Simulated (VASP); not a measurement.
# LiAuS2 (R-3m) in VASP: single point with LDA+U

Aim: the single point of LiAuS2 with LDA+U.

Everything below comes from runs of VASP 6.6.1. Logs are shortened: lines on timing, memory, paths and dates and some standing lists are left out, and cuts for length are marked.

**1. The cell of the first run**

Symmetry: R-3m, No. 166, trigonal system. Conventional cell: a = 3.817 Å, b = 3.817 Å, c = 20.784 Å, α = 90.00°, β = 90.00°, γ = 120.00°. Li (site symmetry -3m) has 6 S at 3.03 Å and 6 Li at 3.82 Å within 4.0 Å. Au (site symmetry -3m) has 6 S at 2.60 Å within 3.4 Å. S (site symmetry 3m) has 3 Au at 2.60 Å and 3 Li at 3.03 Å within 3.4 Å.

**2. Single point, LDA+U**

The input, INCAR:

```
ALGO     = Normal         # electronic algorithm
EDIFF    = 1E-6           # SCF threshold, eV
ENCUT    = 520            # plane-wave cutoff, eV
ISIF     = 2              # what is computed and relaxed
ISMEAR   = 0              # smearing method
LASPH    = T              # aspherical terms in the spheres
LCHARG   = F              # write CHGCAR
LDAU     = T              # DFT+U
LDAUJ    = 0 0 0        
LDAUL    = -1 2 -1        # shell
LDAUPRINT= 1            
LDAUTYPE = 2            
LDAUU    = 0 2 0          # U, eV
LMAXMIX  = 4              # l up to which the mixer works
LREAL    = F              # projectors in reciprocal space
LWAVE    = F              # write WAVECAR
NBANDS   = 21             # bands
NELM     = 150            # most SCF steps
PREC     = Accurate       # precision mode
SIGMA    = 0.05           # smearing width, eV
```

The input, KPOINTS:

```
k-points
0
Gamma
  6 6 6
```

The input, POSCAR:

```
LiAuS2
1.0
    1.9083725800      1.1017994200      6.9281207000
   -1.9083725800      1.1017994200      6.9281207000
    0.0000000000     -2.2035988500      6.9281207000
Li Au S
1 1 2
Direct
    0.5000000000      0.5000000000      0.5000000000
    0.0000000000      0.0000000000      0.0000000000
    0.2667000000      0.2667000000      0.2667000000
    0.7333000000      0.7333000000      0.7333000000
```

Potentials or basis: VASP PAW LDA potentials, release 64 (Li_sv, Au, S).

Started as:

```bash
> cat potpaw_LDA.64/Li_sv/POTCAR potpaw_LDA.64/Au/POTCAR potpaw_LDA.64/S/POTCAR > POTCAR
> mpirun -np 1 vasp_std > vasp.out
```

OUTCAR:

```text
EDIFF = 1E-6
   ENCUT = 520
   ISIF = 2
   ISMEAR = 0
   LASPH = T
   LREAL = F
   NELM = 150
   PREC = Accurate

 ion  position               nearest neighbor table
   1  0.500  0.500  0.500-
   2  0.000  0.000  0.000-   4 2.60   4 2.60   3 2.60   3 2.60   4 2.60   3 2.60
   3  0.267  0.267  0.267-   2 2.60   2 2.60   2 2.60
   4  0.733  0.733  0.733-   2 2.60   2 2.60   2 2.60

  LATTYP: Found a trigonal (rhomboedric) cell.
 ALAT       =     7.2701240911
 COS(alpha) =     0.8621925539

  Lattice vectors:

 A1 = (   1.9083725800,   1.1017994200,   6.9281207000)
 A2 = (  -1.9083725800,   1.1017994200,   6.9281207000)
 A3 = (   0.0000000000,  -2.2035988500,   6.9281207000)

Analysis of symmetry for initial positions (statically):
=====================================================================
 Subroutine PRICEL returns:
 Original cell was already a primitive cell.

 Routine SETGRP: Setting up the symmetry group for a
 trigonal (rhombohedral) supercell.

 Subroutine GETGRP returns: Found 12 space group operations
 (whereof 12 operations were pure point group operations)
 out of a pool of 12 trial point group operations.

The static configuration has the point symmetry D_3d.

Analysis of symmetry for dynamics (positions and initial velocities):
=====================================================================
 Subroutine PRICEL returns:
 Original cell was already a primitive cell.

 Routine SETGRP: Setting up the symmetry group for a
 trigonal (rhombohedral) supercell.

 Subroutine GETGRP returns: Found 12 space group operations
 (whereof 12 operations were pure point group operations)
 out of a pool of 12 trial point group operations.

The dynamic configuration has the point symmetry D_3d.

 Subroutine INISYM returns: Found 12 space group operations
 (whereof 12 operations are pure point group operations),
 and found     1 'primitive' translations

----------------------------------------------------------------------------------------

                                     Primitive cell

  volume of cell :      87.4042

  direct lattice vectors                    reciprocal lattice vectors
     1.908372580  1.101799420  6.928120700     0.262003345  0.151267702  0.048113096
    -1.908372580  1.101799420  6.928120700    -0.262003345  0.151267702  0.048113096
     0.000000000 -2.203598850  6.928120700     0.000000000 -0.302535404  0.048113095

  length of vectors
     7.270124091  7.270124091  7.270124093     0.306337299  0.306337299  0.306337298

  position of ions in fractional coordinates (direct lattice)
     0.500000000  0.500000000  0.500000000
     0.000000000  0.000000000  0.000000000
     0.266700000  0.266700000  0.266700000
     0.733300000  0.733300000  0.733300000

  ion indices of the primitive-cell ions
   primitive index   ion index
                 1           1
                 2           2
                 3           3
                 4           4

----------------------------------------------------------------------------------------

 KPOINTS: k-points

Automatic generation of k-mesh.
 Grid dimensions read from file:
 generate k-points for:    6    6    6

 Generating k-lattice:

  Cartesian coordinates                     Fractional coordinates (reciprocal lattice)
     0.043667224  0.025211284  0.008018849     0.166666667 -0.000000000 -0.000000000
    -0.043667224  0.025211284  0.008018849    -0.000000000  0.166666667 -0.000000000
     0.000000000 -0.050422567  0.008018849    -0.000000000 -0.000000000  0.166666667

  Length of vectors
     0.051056216  0.051056216  0.051056216

  Shift w.r.t. Gamma in fractional coordinates (k-lattice)
     0.000000000  0.000000000  0.000000000

 Subroutine IBZKPT returns following result:
 ===========================================

 Found     32 irreducible k-points:

 Following reciprocal coordinates:
            Coordinates               Weight
  0.000000  0.000000  0.000000      1.000000
  0.166667 -0.000000  0.000000      6.000000
  0.333333 -0.000000 -0.000000      6.000000
  0.500000 -0.000000 -0.000000      3.000000
  0.166667  0.166667  0.000000      6.000000
  0.333333  0.166667  0.000000     12.000000
[... 16 lines left out ...]
  0.500000  0.500000  0.166667      6.000000
 -0.333333  0.500000  0.166667     12.000000
 [... further k-points ...]
   k-points           NKPTS =     32   k-points in BZ     NKDIM =     32   number of bands    NBANDS=     21
   number of dos      NEDOS =    301   number of ions     NIONS =      4
   total plane-waves  NPLWV = 157464
   dimension x,y,z NGX =    54 NGY =   54 NGZ =   54
   dimension x,y,z NGXF=   108 NGYF=  108 NGZF=  108
   ions per type =               1   1   2
   NGX,Y,Z   is equivalent  to a cutoff of  12.35, 12.35, 12.35 a.u.
   NGXF,Y,Z  is equivalent  to a cutoff of  24.70, 24.70, 24.70 a.u.
 SYSTEM =  unknown system
   PREC   = accura    normal or accurate (medium, high low for compatibility)
   ISTART =      0    job   : 0-new  1-cont  2-samecut
   ICHARG =      2    charge: 1-file 2-atom 10-const
   ISPIN  =      1    spin polarized calculation?
   LNONCOLLINEAR =      F non collinear calculations
   LSORBIT =      F    spin-orbit coupling
   LASPH  =      T    aspherical Exc in radial PAW
   ENCUT  =  520.0 eV  38.22 Ry    6.18 a.u.  13.52 13.52 13.52*2*pi/ulx,y,z
   NELM   =    150;   NELMIN=  2; NELMDL= -5     # of ELM steps
   EDIFF  = 0.1E-05   stopping-criterion for ELM
   LREAL  =      F    real-space projection
   EDIFFG = 0.1E-04   stopping-criterion for IOM
   NSW    =      0    number of steps for IOM
   IBRION =     -1    ionic relax: 0-MD 1-quasi-New 2-CG
   NFREE  =      0    steps in history (QN), initial steepest desc. (CG)
   ISIF   =      2    stress and relaxation
   ISYM   =      2    0-nonsym 1-usesym 2-fastsym
   POTIM  = 0.5000    time-step for ionic-motion
   TEBEG  =    0.0;   TEEND  =   0.0 temperature during run
   PSTRESS=    0.0 pullay stress
   NELECT =      26.0000    total number of electrons
   NUPDOWN=      -1.0000    fix difference up-down
   EMIN   =  10.00;   EMAX   =-10.00  energy-range for DOS
   EFERMI =   0.00;   METHOD = LEGACY
   ISMEAR =     0;   SIGMA  =   0.05  broadening in eV -4-tet -1-fermi 0-gaus
   EFERMI_NEDOS =   21; number of points for ismear=-14 and -15
   IALGO  =     38    algorithm
   IMIX   =      4    mixing-type and parameters
     AMIX     =   0.40;   BMIX     =  1.00
     AMIX_MAG =   1.60;   BMIX_MAG =  1.00
  volume/ion in A,a.u.               =      21.85       147.46
  Fermi-wavevector in a.u.,A,eV,Ry     =   1.092836  2.065161 16.249320  1.194291
  Thomas-Fermi vector in A             =   2.229110
   LORBIT       =      0    0 simple, 1 ext, 2 COOP (PROOUT), +10 PAW based schemes
 LDA+U is selected, type is set to LDAUTYPE =  2
   angular momentum for each species LDAUL =    -1    2   -1
   U (eV)           for each species LDAUU =   0.0  2.0  0.0
   J (eV)           for each species LDAUJ =   0.0  0.0  0.0
   GGA     = CA    functional components
   LHFCALC =     F    Hartree Fock is set to
   AEXX    =    0.0000 exact exchange contribution
   IVDW    =     0    specifies the selected vdW correction
   LEPSILON=     F    determine dielectric tensor
   LRPA    =     F    only Hartree local field effects (RPA)
 non-spin polarized calculation
 Gauss-broadening in eV      SIGMA  =   0.05
  energy-cutoff  :      520.00
  volume of cell :       87.40
 maximum number of plane-waves:      2377
   NGX = 27   NGY = 27   NGZ = 27

atom =   2  type =  2  l = 2

 onsite density matrix

spin component  1

  0.8810 -0.0000 -0.0000 -0.0404  0.0000
 -0.0000  0.8558 -0.0000  0.0000 -0.0404
 -0.0000 -0.0000  0.9119 -0.0000  0.0000
 -0.0404  0.0000 -0.0000  0.8558  0.0000
  0.0000 -0.0404  0.0000  0.0000  0.8810

spin component  2

  0.8810 -0.0000 -0.0000 -0.0404  0.0000
 -0.0000  0.8558 -0.0000  0.0000 -0.0404
 -0.0000 -0.0000  0.9119 -0.0000  0.0000
 -0.0404  0.0000 -0.0000  0.8558  0.0000
  0.0000 -0.0404  0.0000  0.0000  0.8810

 occupancies and eigenvectors

  o =  0.8261  v =  0.5922  0.0000  0.0000  0.8058 -0.0000  0.0000  0.0000  0.0000  0.0000  0.0000      0.0000  0.0000  0.0000  0.0000  0.0000  0.0000  0.0000  0.0000  0.0000  0.0000
  o =  0.8261  v =  0.0000  0.0000  0.0000  0.0000  0.0000  0.5922  0.0000  0.0000  0.8058 -0.0000      0.0000  0.0000  0.0000  0.0000  0.0000  0.0000  0.0000  0.0000  0.0000  0.0000
  o =  0.8261  v =  0.0000 -0.8058  0.0000 -0.0000 -0.5922  0.0000  0.0000  0.0000  0.0000  0.0000      0.0000  0.0000  0.0000  0.0000  0.0000  0.0000  0.0000  0.0000  0.0000  0.0000
  o =  0.8261  v =  0.0000  0.0000  0.0000  0.0000  0.0000  0.0000 -0.8058  0.0000 -0.0000 -0.5922      0.0000  0.0000  0.0000  0.0000  0.0000  0.0000  0.0000  0.0000  0.0000  0.0000
  o =  0.9107  v =  0.0000 -0.5922 -0.0000  0.0000  0.8058  0.0000  0.0000  0.0000  0.0000  0.0000      0.0000  0.0000  0.0000  0.0000  0.0000  0.0000  0.0000  0.0000  0.0000  0.0000
  o =  0.9107  v =  0.0000  0.0000  0.0000  0.0000  0.0000  0.0000 -0.5922 -0.0000  0.0000  0.8058      0.0000  0.0000  0.0000  0.0000  0.0000  0.0000  0.0000  0.0000  0.0000  0.0000
  o =  0.9107  v = -0.8058  0.0000  0.0000  0.5922 -0.0000  0.0000  0.0000  0.0000  0.0000  0.0000      0.0000  0.0000  0.0000  0.0000  0.0000  0.0000  0.0000  0.0000  0.0000  0.0000
  o =  0.9107  v =  0.0000  0.0000  0.0000  0.0000  0.0000 -0.8058  0.0000  0.0000  0.5922 -0.0000      0.0000  0.0000  0.0000  0.0000  0.0000  0.0000  0.0000  0.0000  0.0000  0.0000
  o =  0.9119  v =  0.0000  0.0000  0.0000  0.0000  0.0000  0.0000 -0.0000  1.0000 -0.0000  0.0000      0.0000  0.0000  0.0000  0.0000  0.0000  0.0000  0.0000  0.0000  0.0000  0.0000
  o =  0.9119  v =  0.0000 -0.0000  1.0000 -0.0000  0.0000  0.0000  0.0000  0.0000  0.0000  0.0000      0.0000  0.0000  0.0000  0.0000  0.0000  0.0000  0.0000  0.0000  0.0000  0.0000

 number of electron      26.0000002 magnetization

 Free energy of the ion-electron system (eV)
  ---------------------------------------------------
  ext. energy  EPLUGINS =         0.00000000
  ---------------------------------------------------
  free energy    TOTEN  =       -15.33918228 eV

  energy without entropy =      -15.33195741  energy(sigma->0) =      -15.33556984

 E-fermi :   3.1493     XC(G=0):  -9.2911

 val. band max:        3.1456997053   @ k =  -0.3333   0.3333   0.1667
 cond. band min:       3.1529042103   @ k =   0.5000   0.3333   0.1667
 fundamental gap:      0.0072045050
 Fermi energy:         3.1493315073

 k-point     1 :       0.0000    0.0000    0.0000
  band No.  band energies     occupation
      1     -42.5319      2.00000
      2     -10.0240      2.00000
      3      -8.8244      2.00000
      4      -2.5862      2.00000
      5      -2.3907      2.00000
      6      -2.3907      2.00000
[... 13 lines left out ...]
     20      11.8977      0.00000
     21      13.0171      0.00000

 k-point     2 :       0.1667   -0.0000    0.0000
  band No.  band energies     occupation
      1     -42.5317      2.00000
      2      -9.8042      2.00000
      3      -8.8233      2.00000
      4      -2.4179      2.00000
      5      -2.2732      2.00000
      6      -2.2723      2.00000
[... 13 lines left out ...]
     20      10.9834      0.00000
     21      11.6512      0.00000

 k-point     3 :       0.3333   -0.0000   -0.0000
  band No.  band energies     occupation
      1     -42.5313      2.00000
      2      -9.2950      2.00000
      3      -8.8241      2.00000
      4      -2.4269      2.00000
      5      -2.1338      2.00000
      6      -1.8925      2.00000
[... 13 lines left out ...]
     20      11.1132      0.00000
     21      11.6437      0.00000
[... 457 lines left out ...]
 k-point    23 :       0.5000    0.5000    0.1667
  band No.  band energies     occupation
      1     -42.5313      2.00000
      2      -9.2679      2.00000
      3      -8.8558      2.00000
      4      -2.4354      2.00000
      5      -2.1275      2.00000
      6      -1.9350      2.00000
[... 13 lines left out ...]
     20      11.0492      0.00000
     21      11.9543      0.00000

 k-point    24 :      -0.3333    0.5000    0.1667
  band No.  band energies     occupation
      1     -42.5311      2.00000
      2      -8.9774      2.00000
      3      -8.8454      2.00000
      4      -2.5296      2.00000
      5      -2.1247      2.00000
      6      -1.7014      2.00000
[... 13 lines left out ...]
     20      11.4813      0.00000
     21      11.9042      0.00000

 [... further k-points ...]

------------------------ aborting loop because EDIFF is reached ----------------------------------------

  FORCE on cell =-STRESS in cart. coord.  units (eV):
  Direction    XX          YY          ZZ          XY          YZ          ZX
  --------------------------------------------------------------------------------------
  -------------------------------------------------------------------------------------
  Total       -5.0695357     -5.0695358     -5.7976384      0.0000000      0.0000000      0.0000000
  in kB      -92.9279524    -92.9279525   -106.2745574      0.0000000      0.0000001      0.0000000
  external PRESSURE =     -97.3768208 kB  Pullay stress =       0.0000000 kB

 VOLUME and BASIS-vectors are now :
 -----------------------------------------------------------------------------
  energy-cutoff  :      520.00
  volume of cell :       87.40
      direct lattice vectors                 reciprocal lattice vectors
     1.908372580  1.101799420  6.928120700     0.262003345  0.151267702  0.048113096
    -1.908372580  1.101799420  6.928120700    -0.262003345  0.151267702  0.048113096
     0.000000000 -2.203598850  6.928120700     0.000000000 -0.302535404  0.048113095

 POSITION                                       TOTAL-FORCE (eV/Angst)
 -----------------------------------------------------------------------------------
      0.00000     -0.00000     10.39218        -0.000000     -0.000000     -0.000000
      0.00000      0.00000      0.00000         0.000000     -0.000000      0.000000
      0.00000     -0.00000      5.54319         0.000000     -0.000000      0.300094
      0.00000     -0.00000     15.24117         0.000000      0.000000     -0.300094
 -----------------------------------------------------------------------------------
    total drift:                                0.000000      0.000000     -0.000000

  FREE ENERGIE OF THE ION-ELECTRON SYSTEM (eV)
  ---------------------------------------------------
  free  energy   TOTEN  =       -15.3391822818 eV

  energy  without entropy=      -15.3319574078  energy(sigma->0) =      -15.33556984
```

Run time: 2.2 min. Hardware: 1 thread of Intel Xeon Platinum 8259CL at 2.50GHz (Skylake/Cascade Lake), shared host; peak memory 0.31 GiB.

What came out:

```
Free energy            : -15.3392 eV
Largest force          : 0.300 eV/Å
Band gap on the k mesh : zero (band 13 reaches 3.96 eV, above the bottom of band 14 at 2.99 eV)
```

Forces in eV/Å, atoms in the order of the input:
```
Li   0.000  0.000  0.000
Au   0.000  0.000  0.000
S    0.000  0.000  0.300
S    0.000  0.000 -0.300
```

Eigenvalues of the final occupation matrices:
```tsv
site	spin	trace	eigenvalues
site 2 d	1	4.39	0.83 0.83 0.91 0.91 0.91
site 2 d	2	4.39	0.83 0.83 0.91 0.91 0.91
```

Caveat: the cutoff is under 1.25 times the usual one of these potentials, so pressure, stress and relaxed cells hold a basis-set (Pulay) error; spin-orbit coupling is left out, which moves the levels of the heavy elements; U without spin polarisation on a metal has little footing.
